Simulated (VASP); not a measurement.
# Br (I4/mmm) in VASP: a series of runs

The runs below take Br through relaxation of cell and atoms, with LDA, PBE, PBEsol, RPBE.

All numbers are computed with VASP 6.6.1; they aren't measurements. Logs are shortened: lines on timing, memory, paths and dates and some standing lists are left out, and cuts for length are marked.

**1. The cell of the first run**

Symmetry: I4/mmm, No. 139, tetragonal system. Conventional cell: a = 2.847 Å, b = 2.847 Å, c = 7.155 Å, α = 90.00°, β = 90.00°, γ = 90.00°. Within 3.8 Å of Br (site symmetry 4/mmm) lie 4 Br at 2.85 Å.

**2. Relaxation of cell and atoms, LDA**

Input file INCAR:

```
SYSTEM = Br
PREC = Accurate
ENCUT = 600
EDIFF = 1E-6
ISMEAR = -1
SIGMA = 0.05
LREAL = .False.
LASPH = .True.
NELM = 80
ALGO = Normal
ISIF = 3
LWAVE = .False.
LCHARG = .False.
GGA = CA
IBRION = 2
NSW = 60
EDIFFG = -0.01
```

Input file KPOINTS:

```
regular mesh
0
Gamma
  13 13 13
  0 0 0
```

Input file POSCAR:

```
Br
1.0
   -1.4234917050      1.4234917050      3.5775173700
    1.4234917050     -1.4234917050      3.5775173700
    1.4234917050      1.4234917050     -3.5775173700
Br
1
Direct
    0.0000000000      0.0000000000      0.0000000000
```

Potentials or basis: VASP PAW LDA potentials, release 64 (Br).

Started as:

```sh
cat potpaw_LDA.64/Br/POTCAR > POTCAR
mpirun -np 1 vasp_std > vasp.out
```

OUTCAR:

```text
SYSTEM = Br
   PREC = Accurate
   ENCUT = 600
   EDIFF = 1E-6
   ISMEAR = -1
   LREAL = .False.
   LASPH = .True.
   NELM = 80
   ISIF = 3
   GGA = CA
   IBRION = 2
   NSW = 60
   EDIFFG = -0.01

 ion  position               nearest neighbor table
   1  0.000  0.000  0.000-

  LATTYP: Found a body centered tetragonal cell.
 ALAT       =     2.8469834100
 C/A-ratio  =     2.5131986069

  Lattice vectors:

 A1 = (  -1.4234917050,   1.4234917050,   3.5775173700)
 A2 = (   1.4234917050,  -1.4234917050,   3.5775173700)
 A3 = (   1.4234917050,   1.4234917050,  -3.5775173700)

Analysis of symmetry for initial positions (statically):
=====================================================================
 Subroutine PRICEL returns:
 Original cell was already a primitive cell.

 Routine SETGRP: Setting up the symmetry group for a
 body centered tetragonal supercell.

 Subroutine GETGRP returns: Found 16 space group operations
 (whereof 16 operations were pure point group operations)
 out of a pool of 16 trial point group operations.

The static configuration has the point symmetry D_4h.

Analysis of symmetry for dynamics (positions and initial velocities):
=====================================================================
 Subroutine PRICEL returns:
 Original cell was already a primitive cell.

 Routine SETGRP: Setting up the symmetry group for a
 body centered tetragonal supercell.

 Subroutine GETGRP returns: Found 16 space group operations
 (whereof 16 operations were pure point group operations)
 out of a pool of 16 trial point group operations.

The dynamic configuration has the point symmetry D_4h.

 Subroutine INISYM returns: Found 16 space group operations
 (whereof 16 operations are pure point group operations),
 and found     1 'primitive' translations

----------------------------------------------------------------------------------------

                                     Primitive cell

  volume of cell :      28.9969

  direct lattice vectors                    reciprocal lattice vectors
    -1.423491705  1.423491705  3.577517370     0.000000000  0.351248973  0.139761725
     1.423491705 -1.423491705  3.577517370     0.351248973  0.000000000  0.139761725
     1.423491705  1.423491705 -3.577517370     0.351248973  0.351248973  0.000000000

  length of vectors
     4.105032010  4.105032010  4.105032010     0.378033307  0.378033307  0.496741062

  position of ions in fractional coordinates (direct lattice)
     0.000000000  0.000000000  0.000000000

  ion indices of the primitive-cell ions
   primitive index   ion index
                 1           1

----------------------------------------------------------------------------------------

 KPOINTS: regular mesh

Automatic generation of k-mesh.
 Grid dimensions read from file:
 generate k-points for:   13   13   13

 Generating k-lattice:

  Cartesian coordinates                     Fractional coordinates (reciprocal lattice)
     0.000000000  0.027019152  0.010750902     0.076923077  0.000000000 -0.000000000
     0.027019152  0.000000000  0.010750902     0.000000000  0.076923077 -0.000000000
     0.027019152  0.027019152  0.000000000     0.000000000  0.000000000  0.076923077

  Length of vectors
     0.029079485  0.029079485  0.038210851

  Shift w.r.t. Gamma in fractional coordinates (k-lattice)
     0.000000000  0.000000000  0.000000000

 Subroutine IBZKPT returns following result:
 ===========================================

 Found    196 irreducible k-points:

 Following reciprocal coordinates:
            Coordinates               Weight
  0.000000  0.000000  0.000000      1.000000
  0.076923  0.000000  0.000000      8.000000
  0.153846  0.000000  0.000000      8.000000
  0.230769  0.000000  0.000000      8.000000
  0.307692  0.000000  0.000000      8.000000
  0.384615  0.000000  0.000000      8.000000
[... 16 lines left out ...]
  0.384615  0.153846  0.000000     16.000000
  0.461538  0.153846  0.000000     16.000000
 [... further k-points ...]
   k-points           NKPTS =    196   k-points in BZ     NKDIM =    196   number of bands    NBANDS=      7
   number of dos      NEDOS =    301   number of ions     NIONS =      1
   total plane-waves  NPLWV =  46656
   dimension x,y,z NGX =    36 NGY =   36 NGZ =   36
   dimension x,y,z NGXF=    72 NGYF=   72 NGZF=   72
   ions per type =               1
   NGX,Y,Z   is equivalent  to a cutoff of  14.58, 14.58, 14.58 a.u.
   NGXF,Y,Z  is equivalent  to a cutoff of  29.16, 29.16, 29.16 a.u.
 SYSTEM =  Br
   PREC   = accura    normal or accurate (medium, high low for compatibility)
   ISTART =      0    job   : 0-new  1-cont  2-samecut
   ICHARG =      2    charge: 1-file 2-atom 10-const
   ISPIN  =      1    spin polarized calculation?
   LNONCOLLINEAR =      F non collinear calculations
   LSORBIT =      F    spin-orbit coupling
   LASPH  =      T    aspherical Exc in radial PAW
   ENCUT  =  600.0 eV  44.10 Ry    6.64 a.u.   8.20  8.20  8.20*2*pi/ulx,y,z
   NELM   =     80;   NELMIN=  2; NELMDL= -5     # of ELM steps
   EDIFF  = 0.1E-05   stopping-criterion for ELM
   LREAL  =      F    real-space projection
   EDIFFG = -.1E-01   stopping-criterion for IOM
   NSW    =     60    number of steps for IOM
   IBRION =      2    ionic relax: 0-MD 1-quasi-New 2-CG
   NFREE  =      1    steps in history (QN), initial steepest desc. (CG)
   ISIF   =      3    stress and relaxation
   ISYM   =      2    0-nonsym 1-usesym 2-fastsym
   POTIM  = 0.5000    time-step for ionic-motion
   TEBEG  =    0.0;   TEEND  =   0.0 temperature during run
   PSTRESS=    0.0 pullay stress
   NELECT =       7.0000    total number of electrons
   NUPDOWN=      -1.0000    fix difference up-down
   EMIN   =  10.00;   EMAX   =-10.00  energy-range for DOS
   EFERMI =   0.00;   METHOD = LEGACY
   ISMEAR =    -1;   SIGMA  =   0.05  broadening in eV -4-tet -1-fermi 0-gaus
   EFERMI_NEDOS =   21; number of points for ismear=-14 and -15
   IALGO  =     38    algorithm
   IMIX   =      4    mixing-type and parameters
     AMIX     =   0.40;   BMIX     =  1.00
     AMIX_MAG =   1.60;   BMIX_MAG =  1.00
  volume/ion in A,a.u.               =      29.00       195.68
  Fermi-wavevector in a.u.,A,eV,Ry     =   1.019351  1.926294 14.137486  1.039076
  Thomas-Fermi vector in A             =   2.152860
   LORBIT       =      0    0 simple, 1 ext, 2 COOP (PROOUT), +10 PAW based schemes
   GGA     = CA    functional components
   LHFCALC =     F    Hartree Fock is set to
   AEXX    =    0.0000 exact exchange contribution
   IVDW    =     0    specifies the selected vdW correction
   LEPSILON=     F    determine dielectric tensor
   LRPA    =     F    only Hartree local field effects (RPA)
 conjugate gradient relaxation of ions
 non-spin polarized calculation
  energy-cutoff  :      600.00
  volume of cell :       29.00
 maximum number of plane-waves:       979
 NGX is ok and might be reduce to    36
   NGX = 17   NGY = 17   NGZ = 17

--------------------------------------- Ionic step        1  -------------------------------------------

 number of electron       7.0000000 magnetization

 Free energy of the ion-electron system (eV)
  ---------------------------------------------------
  ext. energy  EPLUGINS =         0.00000000
  ---------------------------------------------------
  free energy    TOTEN  =        -1.99820472 eV

  energy without entropy =       -1.99348284  energy(sigma->0) =       -1.99584378

------------------------ aborting loop because EDIFF is reached ----------------------------------------

  FORCE on cell =-STRESS in cart. coord.  units (eV):
  Direction    XX          YY          ZZ          XY          YZ          ZX
  --------------------------------------------------------------------------------------
  -------------------------------------------------------------------------------------
  Total       -0.6057947     -0.6057947     -0.1535222      0.0000000     -0.0000000      0.0000000
  in kB      -33.4722117    -33.4722117     -8.4826212      0.0000000     -0.0000000      0.0000000
  external PRESSURE =     -25.1423482 kB  Pullay stress =       0.0000000 kB
[... 86 lines left out ...]
  FREE ENERGIE OF THE ION-ELECTRON SYSTEM (eV)
  ---------------------------------------------------
  free  energy   TOTEN  =        -2.0114396561 eV

  energy  without entropy=       -2.0070848669  energy(sigma->0) =       -2.00926226

[... ionic steps 4 to 9 ...]

--------------------------------------- Ionic step       10  -------------------------------------------

 number of electron       7.0000000 magnetization

------------------------ aborting loop because EDIFF is reached ----------------------------------------

  FORCE on cell =-STRESS in cart. coord.  units (eV):
  Direction    XX          YY          ZZ          XY          YZ          ZX
  --------------------------------------------------------------------------------------
  -------------------------------------------------------------------------------------
  Total        0.0152536      0.0152536      0.0046479      0.0000000     -0.0000000      0.0000000
  in kB        0.9248165      0.9248165      0.2817977      0.0000000     -0.0000000      0.0000000
  external PRESSURE =       0.7104769 kB  Pullay stress =       0.0000000 kB
[... 55 lines left out ...]
  energy  without entropy=       -2.0106707854  energy(sigma->0) =       -2.01299861

--------------------------------------- Ionic step       12  -------------------------------------------

 number of electron       7.0000000 magnetization

 Free energy of the ion-electron system (eV)
  ---------------------------------------------------
  ext. energy  EPLUGINS =         0.00000000
  ---------------------------------------------------
  free energy    TOTEN  =        -2.01536059 eV

  energy without entropy =       -2.01072173  energy(sigma->0) =       -2.01304116

 E-fermi :   2.3636     XC(G=0):  -9.4839

 val. band max:        2.2981430190   @ k =  -0.2308   0.3077   0.0769
 cond. band min:       2.3968525305   @ k =  -0.3077   0.3846   0.1538
 fundamental gap:      0.0987095115
 Fermi energy:         2.3635862845

 k-point     1 :       0.0000    0.0000    0.0000
  band No.  band energies     occupation
      1     -14.4271      2.00000
      2       0.0662      2.00000
      3       3.4040      0.00000
      4       3.4040      0.00000
      5       7.5247      0.00000
      6      12.1099      0.00000
      7      12.7877      0.00000
[... 221 lines left out ...]
 k-point    24 :       0.4615    0.1538    0.0000
  band No.  band energies     occupation
      1     -12.2309      2.00000
      2      -3.6931      2.00000
      3       0.3844      2.00000
      4       2.4091      0.57373
      5       8.8454      0.00000
      6      12.8623      0.00000
      7      15.6689      0.00000

 [... further k-points ...]

------------------------ aborting loop because EDIFF is reached ----------------------------------------

  FORCE on cell =-STRESS in cart. coord.  units (eV):
  Direction    XX          YY          ZZ          XY          YZ          ZX
  --------------------------------------------------------------------------------------
  -------------------------------------------------------------------------------------
  Total        0.0003858      0.0003858      0.0043544      0.0000000      0.0000000      0.0000000
  in kB        0.0233674      0.0233674      0.2637407      0.0000000      0.0000000      0.0000000
  external PRESSURE =       0.1034919 kB  Pullay stress =       0.0000000 kB
[... 16 lines left out ...]
  FREE ENERGIE OF THE ION-ELECTRON SYSTEM (eV)
  ---------------------------------------------------
  free  energy   TOTEN  =        -2.0153605867 eV

  energy  without entropy=       -2.0107217256  energy(sigma->0) =       -2.01304116

 reached required accuracy - stopping structural energy minimisation
```

Run time: 9.6 min. Hardware: 1 thread of Intel Xeon 8259CL, shared host; peak memory 0.21 GiB.

Results:

* Free energy: -2.0154 eV
* Relaxed volume: 26.45 Å³/atom
* Relaxed cell: a = 3.927 Å, b = 3.927 Å, c = 3.927 Å, α = 138.37°, β = 138.37°, γ = 60.33°
* Space group after relaxing (to 0.1 Å): I4/mmm (No. 139)
* Energy gained by relaxing: 17.2 meV/atom
* Ionic steps: 12
* Pressure after relaxing: 0.0 GPa
* Band gap on the k mesh: zero (an odd number of electrons rules out a gap without spin polarisation)

The path:
```
step  energy change (eV)  largest force (eV/Å)  pressure (GPa)  volume (Å³)
   1              0.0000                0.0000           -2.51        29.00
   2             -0.0103                0.0000            1.06        27.12
   3             -0.0132                0.0000           -0.22        27.69
   4             -0.0142                0.0000           -0.18        27.50
   5             -0.0164                0.0000           -0.06        26.92
   6             -0.0160                0.0000            0.29        25.77
   7             -0.0171                0.0000            0.02        26.47
   8             -0.0172                0.0000            0.07        26.35
   9             -0.0172                0.0000            0.08        26.38
  10             -0.0171                0.0000            0.07        26.43
  11             -0.0171                0.0000           -0.21        26.50
  12             -0.0172                0.0000            0.01        26.45
```

Final structure:
```yaml
crystal:
  lattice:
    - [-1.39555, 1.39555, 3.39554]
    - [1.39555, -1.39555, 3.39554]
    - [1.39555, 1.39555, -3.39554]
  atoms:
    - { symbol: Br, position: [0.00000, 0.00000, 0.00000] }
```

Caveat: an odd number of electrons without spin polarisation forces a metal; a magnetic or distorted state may lie lower.

**3. Relaxation of cell and atoms, PBE**

Input file INCAR:

```
PREC = Accurate ; ENCUT = 600
EDIFF = 1E-6 ; ISMEAR = -1
SIGMA = 0.05 ; LREAL = F
LASPH = T ; NELM = 100
ALGO = Normal ; ISIF = 3
LWAVE = F ; LCHARG = F
GGA = PE ; IBRION = 2
NSW = 60 ; EDIFFG = -0.01
```

Input file KPOINTS:

```
regular mesh
0
Gamma
  13 13 13
```

POSCAR is that of step 2.

Potentials or basis: VASP PAW PBE potentials, release 64 (Br).

Started as:

```sh
cat potpaw_PBE.64/Br/POTCAR > POTCAR
mpirun -np 1 vasp_std > vasp.out
```

Run time: 9.7 min. Hardware: 1 thread of Intel Xeon 8259CL, shared host; peak memory 0.24 GiB.

It converged, with:

| Quantity | Value |
| --- | --- |
| Free energy | -1.4677 eV |
| Relaxed volume | 35.96 Å³/atom |
| Relaxed cell | a = 4.814 Å, b = 4.814 Å, c = 4.814 Å, α = 145.32°, β = 145.32°, γ = 49.86° |
| Space group after relaxing (to 0.1 Å) | I4/mmm (No. 139) |
| Energy gained by relaxing | 24.0 meV/atom |
| Ionic steps | 12 |
| Pressure after relaxing | 0.0 GPa |
| Band gap on the k mesh | zero (an odd number of electrons rules out a gap without spin polarisation) |

The path:
```
step  energy change (eV)  largest force (eV/Å)  pressure (GPa)  volume (Å³)
   1              0.0000                0.0000            1.40        29.00
   2             -0.0057                0.0000            0.19        30.08
   3             -0.0061                0.0000           -0.14        30.42
   4             -0.0112                0.0000           -0.10        30.98
   5             -0.0201                0.0000            0.16        32.62
   6             -0.0213                0.0000            0.84        35.78
   7             -0.0225                0.0000            0.58        34.76
   8             -0.0232                0.0000           -0.41        37.00
   9             -0.0240                0.0000           -0.03        36.04
  10             -0.0240                0.0000           -0.03        36.00
  11             -0.0236                0.0000            0.28        35.38
  12             -0.0240                0.0000            0.02        35.96
```

Final structure:
```
Br
1.0
    -1.43492    1.43492    4.36573
     1.43492   -1.43492    4.36573
     1.43492    1.43492   -4.36573
Br
1
Direct
  0.00000 0.00000 0.00000
```

Levels at points of the mesh, in eV from the Fermi level:
| k point | band 1 | band 2 | band 3 | band 4 | band 5 | band 6 | band 7 |
| --- | --- | --- | --- | --- | --- | --- | --- |
| (0.00, 0.00, 0.00) | -16.01 | -2.95 | 0.84 | 0.84 | 4.77 | 9.68 | 9.88 |

Caveat: the volume moved by over 15 % at a fixed basis, so the end points are rough; an odd number of electrons without spin polarisation forces a metal; a magnetic or distorted state may lie lower.

[end of part 1 of 2]
